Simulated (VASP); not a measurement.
A run of VASP 6.6.1:

The input INCAR:

```
PREC = Accurate
ENCUT = 520
EDIFF = 1E-7
ISMEAR = -1
SIGMA = 0.05
LREAL = False
LASPH = True
NELM = 100
ALGO = Normal
ISIF = 2
LWAVE = False
LCHARG = True
LELF = True
LVHAR = True
NBANDS = 7
```

File KPOINTS:

```
Automatic mesh
0
Gamma
  10 10 10
```

The input POSCAR:

```
Mg
1.0
    0.0000000000      2.2160074007      2.2160074007
    2.2160074007      0.0000000000      2.2160074007
    2.2160074007      2.2160074007      0.0000000000
Mg
1
Direct
    0.0000000000      0.0000000000      0.0000000000
```

Potentials or basis: VASP PAW LDA potentials, release 64 (Mg).

The run is started by

```bash
$ cat potpaw_LDA.64/Mg/POTCAR > POTCAR
$ mpirun -np 1 vasp_std > vasp.out
```

Hardware: 1 thread of Intel(R) Xeon(R) Platinum 8559C (Emerald Rapids) (shared host).

Task: How long does it take, and how much memory?

Result: It took 3.6 s on 1 thread of Intel(R) Xeon(R) Platinum 8559C (Emerald Rapids) (shared host), peak memory 0.12 GiB. Counts: scf iterations 10, k points 47.
